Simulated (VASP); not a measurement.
# SiC (Moissanite) (P6_3mc) in VASP: further runs, part 2 of 2

VASP 6.6.1. The steps go on from the part before.

### Step 3. Single point, PBE

This run uses another cell than the first one, of 9.57 Å³/atom, 1.028 times its volume.

Contents of INCAR:

```
PREC = Accurate ; ENCUT = 520
EDIFF = 1E-7 ; ISMEAR = 0
SIGMA = 0.01 ; LREAL = F
LASPH = T ; NELM = 100
ALGO = Normal ; ISIF = 2
LWAVE = F ; LCHARG = F
GGA = PE ; NBANDS = 16
```

Contents of KPOINTS:

```
regular mesh
0
Gamma
  12 12 4
```

Contents of POSCAR:

```
SiC
1.0
    2.9970931567      0.0000000000      0.0000000000
   -1.4985465783      2.5955547754      0.0000000000
    0.0000000000      0.0000000000      4.9185065848
Si C
2 2
Direct
    0.3333333333      0.6666666667      0.0000000000
    0.6666666667      0.3333333333      0.5000000000
    0.3333333333      0.6666666667      0.3850000000
    0.6666666667      0.3333333333      0.8850000000
```

Potentials or basis: VASP PAW PBE potentials, release 64 (Si, C).

The run is started by

```console
> cat potpaw_PBE.64/Si/POTCAR potpaw_PBE.64/C/POTCAR > POTCAR
> mpirun -np 1 vasp_std > vasp.out
```

OUTCAR:

```text
PREC = Accurate
   ENCUT = 520
   EDIFF = 1E-7
   ISMEAR = 0
   LREAL = F
   LASPH = T
   NELM = 100
   ISIF = 2
   GGA = PE

 ion  position               nearest neighbor table
   1  0.333  0.667  0.000-   4 1.82   4 1.82   4 1.82   3 1.89   2 3.01   2 3.01   2 3.01   2 3.01
                             2 3.01   2 3.01
   2  0.667  0.333  0.500-   3 1.82   3 1.82   3 1.82   4 1.89   1 3.01   1 3.01   1 3.01   1 3.01
                             1 3.01   1 3.01
   3  0.333  0.667  0.385-   2 1.82   2 1.82   2 1.82   1 1.89
   4  0.667  0.333  0.885-   1 1.82   1 1.82   1 1.82   2 1.89

  LATTYP: Found a hexagonal cell.
 ALAT       =     2.9970931567
 C/A-ratio  =     1.6410923277

  Lattice vectors:

 A1 = (   2.9970931567,   0.0000000000,   0.0000000000)
 A2 = (  -1.4985465783,   2.5955547754,   0.0000000000)
 A3 = (   0.0000000000,   0.0000000000,   4.9185065848)

Analysis of symmetry for initial positions (statically):
=====================================================================
 Subroutine PRICEL returns:
 Original cell was already a primitive cell.

 Routine SETGRP: Setting up the symmetry group for a
 hexagonal supercell.

 Subroutine GETGRP returns: Found 12 space group operations
 (whereof  6 operations were pure point group operations)
 out of a pool of 24 trial point group operations.

The static configuration has the point symmetry C_3v.
 The point group associated with its full space group is C_6v.

Analysis of symmetry for dynamics (positions and initial velocities):
=====================================================================
 Subroutine PRICEL returns:
 Original cell was already a primitive cell.

 Routine SETGRP: Setting up the symmetry group for a
 hexagonal supercell.

 Subroutine GETGRP returns: Found 12 space group operations
 (whereof  6 operations were pure point group operations)
[... 127 lines left out ...]
     AMIX_MAG =   1.60;   BMIX_MAG =  1.00
  volume/ion in A,a.u.               =       9.57        64.55
  Fermi-wavevector in a.u.,A,eV,Ry     =   1.224222  2.313445 20.391324  1.498720
  Thomas-Fermi vector in A             =   2.359305
   LORBIT       =      0    0 simple, 1 ext, 2 COOP (PROOUT), +10 PAW based schemes
   GGA     = PE    functional components
   LHFCALC =     F    Hartree Fock is set to
   AEXX    =    0.0000 exact exchange contribution
   IVDW    =     0    specifies the selected vdW correction
   LEPSILON=     F    determine dielectric tensor
   LRPA    =     F    only Hartree local field effects (RPA)
 non-spin polarized calculation
 Gauss-broadening in eV      SIGMA  =   0.01
  energy-cutoff  :      520.00
  volume of cell :       38.26
 maximum number of plane-waves:      1050
 NGX is ok and might be reduce to    24
   NGX = 11   NGY = 11   NGZ = 19

 number of electron      15.9999999 magnetization

 Free energy of the ion-electron system (eV)
  ---------------------------------------------------
  ext. energy  EPLUGINS =         0.00000000
  ---------------------------------------------------
  free energy    TOTEN  =       -29.80983971 eV

  energy without entropy =      -29.80983971  energy(sigma->0) =      -29.80983971

 E-fermi :   9.3584     XC(G=0): -11.6919

 val. band max:        9.3147672263   @ k =   0.0000   0.0000   0.0000
 cond. band min:      11.4893683643   @ k =   0.3333   0.3333   0.0000
 fundamental gap:      2.1746011381
 Fermi energy:         9.3583812416

 k-point     1 :       0.0000    0.0000    0.0000
  band No.  band energies     occupation
      1      -7.0417      2.00000
      2      -3.2329      2.00000
      3       0.1483      2.00000
      4       7.7250      2.00000
      5       7.7250      2.00000
      6       9.0441      2.00000
[... 433 lines left out ...]
      3       1.7659      2.00000
      4       3.6922      2.00000
      5       4.0458      2.00000
      6       6.2416      2.00000
[... 8 lines left out ...]
     15      21.5657      0.00000
     16      21.6378      0.00000

 [... further k-points ...]

------------------------ aborting loop because EDIFF is reached ----------------------------------------

  FORCE on cell =-STRESS in cart. coord.  units (eV):
  Direction    XX          YY          ZZ          XY          YZ          ZX
  --------------------------------------------------------------------------------------
  -------------------------------------------------------------------------------------
  Total        6.4516601      6.4516401      4.4074921      0.0000000     -0.0000000      0.0000000
  in kB      270.1583319    270.1574917    184.5603602      0.0000000     -0.0000000      0.0000000
  external PRESSURE =     241.6253946 kB  Pullay stress =       0.0000000 kB

 VOLUME and BASIS-vectors are now :
 -----------------------------------------------------------------------------
  energy-cutoff  :      520.00
  volume of cell :       38.26
      direct lattice vectors                 reciprocal lattice vectors
     2.997093157  0.000000000  0.000000000     0.333656629  0.192637044  0.000000000
    -1.498546578  2.595554775  0.000000000     0.000000000  0.385274088  0.000000000
     0.000000000  0.000000000  4.918506585     0.000000000  0.000000000  0.203313746

 POSITION                                       TOTAL-FORCE (eV/Angst)
 -----------------------------------------------------------------------------------
     -0.00000      1.73037      0.00000        -0.000000      0.000000      0.881858
      1.49855      0.86518      2.45925         0.000000      0.000000      0.881858
     -0.00000      1.73037      1.89363         0.000000      0.000000     -0.881858
      1.49855      0.86518      4.35288        -0.000000     -0.000000     -0.881858
 -----------------------------------------------------------------------------------
    total drift:                               -0.000000      0.000000      0.000442

  FREE ENERGIE OF THE ION-ELECTRON SYSTEM (eV)
  ---------------------------------------------------
  free  energy   TOTEN  =       -29.8098397116 eV

  energy  without entropy=      -29.8098397116  energy(sigma->0) =      -29.80983971
```

It took 25 s on 1 thread of Intel Xeon Platinum 8259CL at 2.50GHz (Skylake/Cascade Lake), shared host; peak memory 0.17 GiB.

What came out:

```
Free energy            : -29.8098 eV
Pressure               : 24.2 GPa
Largest force          : 0.882 eV/Å
Band gap on the k mesh : 2.17 eV, indirect (least direct gap 4.24 eV)
```

Forces in eV/Å, atoms in the order of the input:
```
Si   0.000  0.000  0.882
Si   0.000  0.000  0.882
C    0.000  0.000 -0.882
C    0.000  0.000 -0.882
```

A k mesh can miss the band edges. A hybrid or GW would open this gap; PBE tends to underestimate it.

### Step 4. Single point, PBE

This run uses another cell than the first one, of 9.82 Å³/atom, 1.056 times its volume.

Contents of INCAR:

```
SYSTEM = SiC
ALGO = Normal
EDIFF = 1E-6
ENCUT = 520
GGA = PE
ISIF = 2
ISMEAR = 0
LASPH = .TRUE.
LCHARG = .FALSE.
LREAL = .FALSE.
LWAVE = .FALSE.
NBANDS = 16
NELM = 60
PREC = Accurate
SIGMA = 0.01
```

Contents of KPOINTS:

```
k-points
0
G
  12 12 4
  0 0 0
```

Contents of POSCAR:

```
SiC
1.0
    3.0238543330      0.0000000000      0.0000000000
   -1.5119271665      2.6187305979      0.0000000000
    0.0000000000      0.0000000000      4.9624241459
Si C
2 2
Direct
    0.3333333333      0.6666666667      0.0000000000
    0.6666666667      0.3333333333      0.5000000000
    0.3333333333      0.6666666667      0.3850000000
    0.6666666667      0.3333333333      0.8850000000
```

The run is started by

```console
> cat potpaw_PBE.64/Si/POTCAR potpaw_PBE.64/C/POTCAR > POTCAR
> mpirun -np 1 vasp_std > vasp.out
```

It took 22 s on 1 thread of Intel Xeon Platinum 8259CL at 2.50GHz (Skylake/Cascade Lake), shared host; peak memory 0.16 GiB.

The run converged. Its results:

| Quantity | Value |
| --- | --- |
| Free energy | -29.9408 eV |
| Pressure | 16.5 GPa |
| Largest force | 0.835 eV/Å |
| Band gap on the k mesh | 2.23 eV, indirect (least direct gap 4.18 eV) |

Forces on the atoms (eV/Å):
```
Si   0.000  0.000  0.835
Si   0.000  0.000  0.835
C    0.000  0.000 -0.835
C    0.000  0.000 -0.835
```

Stress tensor (GPa, compression positive):
```
18.87  0.00  0.00
 0.00 18.87  0.00
 0.00  0.00 11.69
```

Levels at points of the mesh, in eV from the valence-band top:
```
           k point  band 4  band 5  band 6  band 7  band 8  band 9  band 10  band 11  band 12  band 13
(0.00, 0.00, 0.00)   -1.58   -1.58   -0.27   -0.27    0.00    5.08     6.56     6.81     6.81     8.02
(0.50, 0.00, 0.00)   -6.67   -5.62   -3.64   -3.41   -1.50    2.69     4.26     7.14     7.40    10.20
(0.00, 0.00, 0.50)   -4.56   -0.97   -0.97   -0.97   -0.97    6.17     6.17     7.45     7.45     7.45
(0.50, 0.00, 0.50)   -8.69   -2.75   -2.75   -2.39   -2.39    3.27     3.27     5.23     5.23    10.75
```

A k mesh can miss the band edges. PBE gaps usually lie below the measured ones, often by a third to a half.

### Step 5. Summary

| cell | gap on the mesh (eV) | pressure (GPa) | largest force (eV/Å) |
| --- | --- | --- | --- |
| a = 2.970, b = 2.970, c = 4.874 Å, angles 90.0, 90.0, 120.0°, 4 atoms | 2.12 | 32.8 | 0.93 |
| a = 2.997, b = 2.997, c = 4.919 Å, angles 90.0, 90.0, 120.0°, 4 atoms | 2.17 | 24.2 | 0.88 |
| a = 3.024, b = 3.024, c = 4.962 Å, angles 90.0, 90.0, 120.0°, 4 atoms | 2.23 | 16.5 | 0.84 |

Alike in all rows: task single point; level PBE; potentials or basis VASP PAW PBE potentials, release 64 (Si, C); no spin polarisation; k mesh 12 × 12 × 4; cutoff (eV) 520; smearing gaussian 0.01 eV.

Absolute energies hang on the potentials; compare differences alone.
